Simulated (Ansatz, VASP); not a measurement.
Two plane-wave programs on Si

The input INCAR:

```
SYSTEM = Si
PREC = Accurate ; ENCUT = 520
EDIFF = 1E-6 ; ISMEAR = 0
SIGMA = 0.02 ; LREAL = .False.
LASPH = .True. ; NELM = 80
ALGO = Normal ; ISIF = 2
LWAVE = .False. ; LCHARG = .False.
GGA = PS ; NBANDS = 16
```

KPOINTS

```
regular mesh
0
Gamma
  8 8 4
  0 0 0
```

File POSCAR:

```
Si
1.0
    3.2008762645     -1.9341044126      0.9871488616
    3.2008762645      1.9341044126      0.9871488616
    0.2715967688      0.0000000000      6.6937372018
Si
4
Direct
    0.0625006497      0.5625006498      0.8124996195
    0.4374993502      0.9374993502      0.6875003805
    0.9374993502      0.4374993503      0.1875003805
    0.5625006497      0.0625006497      0.3124996195
```

Input for Ansatz:

```yaml
crystal:
  lattice:
    - [3.2008762645, -1.9341044126, 0.9871488616]
    - [3.2008762645, 1.9341044126, 0.9871488616]
    - [0.2715967688, 0.0, 6.6937372018]
  atoms:
    - { symbol: Si, position: [0.0625006497, 0.5625006498, 0.8124996195] }
    - { symbol: Si, position: [0.4374993502, 0.9374993502, 0.6875003805] }
    - { symbol: Si, position: [0.9374993502, 0.4374993503, 0.1875003805] }
    - { symbol: Si, position: [0.5625006497, 0.0625006497, 0.3124996195] }
basis:
  ecutwfc: 420
kpoints:
  mp_grid: { grid: [8, 8, 4] }
  band_path:
    path:
      - [[0.0, 0.0, 0.0], [1.19e-06, 0.50000169, -0.49999612], [0.25000119, 0.75000169, 3.88e-06], [0.50000144, 0.50000144, 3.88e-06], [0.0, 0.0, 0.0], [0.5, 0.5, 1.0], [0.62496347, 0.62496347, 0.75007643]]
      - [[0.3750394, 0.3750394, -0.75006867], [0.0, 0.0, 0.0]]
      - [[1.19e-06, 0.50000169, -0.49999612], [0.25007652, 0.50000228, -0.75006867]]
      - [[0.50000059, 0.74992635, 0.75007643], [0.5, 0.5, 1.0]]
    npoints: 14
hamiltonian:
  xc: pbesol
scf:
  occupations: { method: gaussian, width: 0.02 }
  n_extra_bands: 10
output:
  forces: true
  stress: true
  eigenvalues: true
  populations: true
  dos: { projected: true, de: 0.02, nscf_kmesh: { grid: [12, 12, 6] } }
  bader: true
  write_density: true
  write_potential: true
  elf: true
  volumetric_format: npy
```

Alike in both runs: task single point; functional PBEsol; k mesh 8 × 8 × 4; occupations gaussian, width 0.02 eV; no spin polarisation.

|  | VASP | Ansatz |
| --- | --- | --- |
| version | VASP 6.6.1 | Ansatz 0.2.0 |
| potentials or method | VASP PAW PBE potentials, release 64 (Si), cutoff 520 eV | scalar-relativistic, plane waves, PAW |
| valence electrons in the cell | 16 | 16 |

```csv
,VASP,Ansatz,Ansatz less VASP
gap on the k mesh at the Fermi level (eV),0.54,0.54,+0.004
least direct gap on the mesh (eV),1.39,1.39,-0.002
pressure (GPa),-1.7,-1.8,-0.10
```

VASP's potentials were made for PBE, not for PBEsol. The functional is the same, so the differences come from potentials, cutoffs and numerics.
